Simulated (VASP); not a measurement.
Input of a VASP 6.6.1 run:

The input INCAR:

```
SYSTEM = HfSi3
ALGO = Normal
EDIFF = 1E-6
EDIFFG = -0.04
ENCUT = 600
GGA = PE
IBRION = 2
ISIF = 3
ISMEAR = 0
LASPH = .TRUE.
LCHARG = .FALSE.
LREAL = .FALSE.
LWAVE = .FALSE.
NELM = 100
NSW = 90
PREC = Accurate
SIGMA = 0.1
```

Contents of KPOINTS:

```
k-points
0
G
  4 4 4
  0 0 0
```

File POSCAR:

```
HfSi3
1.0
    3.9245813100      0.0000000000      0.0000000000
    0.0000000000      3.9245813100      0.0000000000
    0.0000000000      0.0000000000      4.1533190500
Hf Si
1 3
Direct
    0.5000000000      0.5000000000      0.5000000000
    0.0000000000      0.5000000000      0.5000000000
    0.5000000000      0.0000000000      0.5000000000
    0.5000000000      0.5000000000      0.0000000000
```

Potentials or basis: VASP PAW PBE potentials, release 64 (Hf_pv, Si).

Run with:

```bash
$ cat potpaw_PBE.64/Hf_pv/POTCAR potpaw_PBE.64/Si/POTCAR > POTCAR
$ mpirun -np 1 vasp_std > vasp.out
```

Question: What does it give for the relaxed cell?

Answer: a = 5.107 Å, b = 5.107 Å, c = 5.109 Å, α = 90.00°, β = 90.00°, γ = 90.00°.

Question: Predict the relaxed volume.

Answer: 33.31 Å³/atom.

Question: What does it give for the space group after relaxing (to 0.05 Å)?

Answer: Pm-3m (No. 221).

Final structure:
```
Hf Si
1.0
     5.10710    0.00000    0.00000
     0.00000    5.10710    0.00000
     0.00000    0.00000    5.10853
Hf Si
1 3
Cartesian
  2.5535 2.5535 2.5543
  0.0000 2.5535 2.5543
  2.5535 0.0000 2.5543
  2.5535 2.5535 0.0000
```

Caveat: the k points lie up to 0.31 Å⁻¹ apart in the final cell; the volume moved by over 15 % at a fixed basis, so the end points are rough.
